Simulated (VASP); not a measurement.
# AlNi (Cmmm) in VASP: single point with r2SCAN

Aim: the single point of AlNi with r2SCAN.

Everything below comes from runs of VASP 6.6.1. Logs are shortened: lines on timing, memory, paths and dates and some standing lists are left out, and cuts for length are marked.

## 1. The cell of the first run

It takes space group Cmmm (No. 65, orthorhombic). Conventional cell: a = 3.649 Å, b = 3.676 Å, c = 3.500 Å, α = 90.00°, β = 90.00°, γ = 90.00°. Within 3.3 Å of Al (site symmetry mmm) lie 8 Ni at 2.53 to 2.54 Å and 4 Al at 2.59 Å. Ni (site symmetry mmm) has 8 Al at 2.53 to 2.54 Å and 4 Ni at 2.59 Å within 3.3 Å.

## 2. Single point, r2SCAN

The input, POSCAR:

```
AlNi
1.0
    1.8243809030     -1.8380223024      0.0000000000
    1.8243809030      1.8380223024      0.0000000000
    0.0000000000      0.0000000000      3.5000104054
Al Ni
1 1
Direct
    0.0000000000      0.0000000000      0.0000000000
    0.5000000000      0.5000000000      0.5000000000
```

The input, INCAR.step1:

```
SYSTEM = AlNi
PREC = Accurate
ENCUT = 520
ISMEAR = 0
SIGMA = 0.15
LREAL = .FALSE.
LASPH = .TRUE.
NELM = 100
NBANDS = 14
GGA = PE
ALGO = Normal
EDIFF = 1E-4
LWAVE = .TRUE.
LCHARG = .FALSE.
```

The input, INCAR.step2:

```
SYSTEM = AlNi
PREC = Accurate
ENCUT = 520
EDIFF = 1E-7
ISMEAR = 0
SIGMA = 0.15
LREAL = .FALSE.
LASPH = .TRUE.
NELM = 100
ALGO = Normal
ISIF = 2
LWAVE = .FALSE.
LCHARG = .FALSE.
METAGGA = R2SCAN
LMIXTAU = .TRUE.
NBANDS = 14
ISTART = 1
```

The input, KPOINTS:

```
Automatic mesh
0
G
  20 20 18
  0 0 0
```

Potentials or basis: VASP PAW PBE potentials, release 64 (Al, Ni).

Run with:

```console
cat potpaw_PBE.64/Al/POTCAR potpaw_PBE.64/Ni/POTCAR > POTCAR
cp INCAR.step1 INCAR
mpirun -np 1 vasp_std > vasp.out
cp INCAR.step2 INCAR
mpirun -np 1 vasp_std > vasp.out
```

OUTCAR:

```text
SYSTEM = AlNi
   PREC = Accurate
   ENCUT = 520
   EDIFF = 1E-7
   ISMEAR = 0
   LREAL = .FALSE.
   LASPH = .TRUE.
   NELM = 100
   ISIF = 2
   METAGGA = R2SCAN
   ISTART = 1

 ion  position               nearest neighbor table
   1  0.000  0.000  0.000-   2 2.53   2 2.53   2 2.53   2 2.53   2 2.54   2 2.54   2 2.54   2 2.54

   2  0.500  0.500  0.500-   1 2.53   1 2.53   1 2.53   1 2.53   1 2.54   1 2.54   1 2.54   1 2.54

  LATTYP: Found a base centered orthorhombic cell.
 ALAT       =     3.6487618060
 B/A-ratio  =     1.0074772759
 C/A-ratio  =     0.9592323620

  Lattice vectors:

 A1 = (   1.8243809030,  -1.8380223024,   0.0000000000)
 A2 = (   1.8243809030,   1.8380223024,   0.0000000000)
 A3 = (   0.0000000000,   0.0000000000,   3.5000104054)

Analysis of symmetry for initial positions (statically):
=====================================================================
 Subroutine PRICEL returns:
 Original cell was already a primitive cell.

 Routine SETGRP: Setting up the symmetry group for a
 base centered orthorhombic supercell.

 Subroutine GETGRP returns: Found  8 space group operations
 (whereof  8 operations were pure point group operations)
 out of a pool of  8 trial point group operations.

The static configuration has the point symmetry D_2h.

Analysis of symmetry for dynamics (positions and initial velocities):
=====================================================================
 Subroutine PRICEL returns:
 Original cell was already a primitive cell.

 Routine SETGRP: Setting up the symmetry group for a
 base centered orthorhombic supercell.

 Subroutine GETGRP returns: Found  8 space group operations
 (whereof  8 operations were pure point group operations)
 out of a pool of  8 trial point group operations.

The dynamic configuration has the point symmetry D_2h.

 Subroutine INISYM returns: Found  8 space group operations
 (whereof  8 operations are pure point group operations),
 and found     1 'primitive' translations

----------------------------------------------------------------------------------------

                                     Primitive cell

  volume of cell :      23.4728

  direct lattice vectors                    reciprocal lattice vectors
     1.824380903 -1.838022302  0.000000000     0.274065574 -0.272031520  0.000000000
     1.824380903  1.838022302  0.000000000     0.274065574  0.272031520  0.000000000
     0.000000000  0.000000000  3.500010405     0.000000000  0.000000000  0.285713436

  length of vectors
     2.589728106  2.589728106  3.500010405     0.386151637  0.386151637  0.285713436

  position of ions in fractional coordinates (direct lattice)
[... 93 lines left out ...]
   EFERMI =   0.00;   METHOD = LEGACY
   ISMEAR =     0;   SIGMA  =   0.15  broadening in eV -4-tet -1-fermi 0-gaus
   EFERMI_NEDOS =   21; number of points for ismear=-14 and -15
   IALGO  =     38    algorithm
   IMIX   =      4    mixing-type and parameters
     AMIX     =   0.40;   BMIX     =  1.00
     AMIX_MAG =   1.60;   BMIX_MAG =  1.00
  volume/ion in A,a.u.               =      11.74        79.20
  Fermi-wavevector in a.u.,A,eV,Ry     =   1.344417  2.540580 24.591955  1.807458
  Thomas-Fermi vector in A             =   2.472413
   LORBIT       =      0    0 simple, 1 ext, 2 COOP (PROOUT), +10 PAW based schemes
   METAGGA = R2SCAN    functional components
   LHFCALC =     F    Hartree Fock is set to
   AEXX    =    0.0000 exact exchange contribution
   IVDW    =     0    specifies the selected vdW correction
   LEPSILON=     F    determine dielectric tensor
   LRPA    =     F    only Hartree local field effects (RPA)
 non-spin polarized calculation
 Gauss-broadening in eV      SIGMA  =   0.15
  energy-cutoff  :      520.00
  volume of cell :       23.47
 maximum number of plane-waves:       652
   NGX =  9   NGY =  9   NGZ = 13

 number of electron      13.0000001 magnetization

 Free energy of the ion-electron system (eV)
  ---------------------------------------------------
  ext. energy  EPLUGINS =         0.00000000
  ---------------------------------------------------
  free energy    TOTEN  =       -19.83022177 eV

  energy without entropy =      -19.81783608  energy(sigma->0) =      -19.82402892

 E-fermi :  10.1620     XC(G=0): -13.1139

 val. band max:       10.1619625968   @ k =  -0.4500   0.4000   0.1111
 cond. band min:      10.1620234459   @ k =  -0.0500   0.0500   0.0000
 fundamental gap:      0.0000608492
 Fermi energy:        10.1620101795

 k-point     1 :       0.0000    0.0000    0.0000
  band No.  band energies     occupation
      1      -1.8061      2.00000
      2       6.2386      2.00000
      3       6.7936      2.00000
      4       8.4587      2.00000
      5       8.4754      2.00000
      6       8.9647      2.00000
      7       9.8403      1.99758
      8      14.9938      0.00000
      9      19.8760      0.00000
     10      20.3239      0.00000
     11      20.3544      0.00000
     12      27.7855      0.00000
     13      31.2696      0.00000
     14      31.2878      0.00000
[... 377 lines left out ...]
      1       1.0500      2.00000
      2       6.2529      2.00000
      3       6.8476      2.00000
      4       7.0518      2.00000
      5       8.3280      2.00000
      6       8.5485      2.00000
      7      10.8529      0.00000
      8      13.7416      0.00000
      9      16.3370      0.00000
     10      20.7004      0.00000
     11      22.0251      0.00000
     12      23.2231      0.00000
     13      27.5767      0.00000
     14      28.4348      0.00000

 [... further k-points ...]

------------------------ aborting loop because EDIFF is reached ----------------------------------------

  FORCE on cell =-STRESS in cart. coord.  units (eV):
  Direction    XX          YY          ZZ          XY          YZ          ZX
  --------------------------------------------------------------------------------------
  -------------------------------------------------------------------------------------
  Total        1.1518502      1.0367625     -1.1895671      0.0000000      0.0000000      0.0000000
  in kB       78.6214346     70.7659307    -81.1958653      0.0000000      0.0000000      0.0000000
  external PRESSURE =      22.7305000 kB  Pullay stress =       0.0000000 kB

 VOLUME and BASIS-vectors are now :
 -----------------------------------------------------------------------------
  energy-cutoff  :      520.00
  volume of cell :       23.47
      direct lattice vectors                 reciprocal lattice vectors
     1.824380903 -1.838022302  0.000000000     0.274065574 -0.272031520  0.000000000
     1.824380903  1.838022302  0.000000000     0.274065574  0.272031520  0.000000000
     0.000000000  0.000000000  3.500010405     0.000000000  0.000000000  0.285713436

 POSITION                                       TOTAL-FORCE (eV/Angst)
 -----------------------------------------------------------------------------------
      0.00000      0.00000      0.00000        -0.000000     -0.000000      0.000000
      1.82438      0.00000      1.75001         0.000000      0.000000      0.000000
 -----------------------------------------------------------------------------------
    total drift:                                0.000000      0.000000      0.000000

  FREE ENERGIE OF THE ION-ELECTRON SYSTEM (eV)
  ---------------------------------------------------
  free  energy   TOTEN  =       -19.8302217653 eV

  energy  without entropy=      -19.8178360794  energy(sigma->0) =      -19.82402892
```

OSZICAR.step1:

```text
N       E                     dE             d eps       ncg     rms          rms(c)
DAV:   1     0.404666356819E+02    0.40467E+02   -0.53827E+03 31620   0.972E+02
DAV:   2    -0.102976327951E+02   -0.50764E+02   -0.45785E+02 33420   0.180E+02
DAV:   3    -0.120361764100E+02   -0.17385E+01   -0.17251E+01 38324   0.369E+01
DAV:   4    -0.120592081905E+02   -0.23032E-01   -0.23026E-01 37318   0.387E+00
DAV:   5    -0.120598925100E+02   -0.68432E-03   -0.68430E-03 39814   0.724E-01    0.133E+01
DAV:   6    -0.149077784111E+02   -0.28479E+01   -0.61354E+01 37782   0.107E+02    0.189E+01
DAV:   7    -0.103544321857E+02    0.45533E+01   -0.16326E+01 37902   0.620E+01    0.145E+00
DAV:   8    -0.103195175892E+02    0.34915E-01   -0.52591E-01 40156   0.803E+00    0.116E+00
DAV:   9    -0.103039519889E+02    0.15566E-01   -0.76955E-02 39926   0.364E+00    0.331E-01
DAV:  10    -0.103028243111E+02    0.11277E-02   -0.86083E-03 41728   0.123E+00    0.111E-01
DAV:  11    -0.103027697812E+02    0.54530E-04   -0.49979E-04 31528   0.232E-01
   1 F= -.10302770E+02 E0= -.10296141E+02  d E =-.132578E-01
```

It took 26 min on 1 thread of Oxide Virtual Turin-like, shared host; peak memory 0.43 GiB.

What came out:

```
Free energy : -19.8302 eV
Pressure    : 2.3 GPa
```

Levels at points of the mesh, in eV from the Fermi level:
```tsv
k point	band 4	band 5	band 6	band 7	band 8	band 9	band 10	band 11
(0.00, 0.00, 0.00)	-1.70	-1.69	-1.20	-0.32	4.83	9.71	10.16	10.19
(0.50, 0.00, 0.00)	-2.98	-1.97	-1.53	0.03	5.33	6.92	7.94	10.96
(0.50, 0.50, 0.00)	-2.92	-1.61	-1.46	-0.51	3.14	4.67	9.85	12.08
(0.00, 0.00, 0.50)	-2.18	-1.87	-1.85	-1.19	9.33	13.12	13.38	13.39
(0.50, 0.00, 0.50)	-2.85	-1.95	-1.85	-1.67	1.66	1.67	16.31	17.14
(0.50, 0.50, 0.50)	-1.58	-0.51	1.75	2.70	2.85	3.53	3.64	5.04
```

Caveat: the PAW data sets were made with another functional, which shifts forces and pressure a little. Spin polarisation is off, so any magnetic state and its effect on volume and gap are missing.
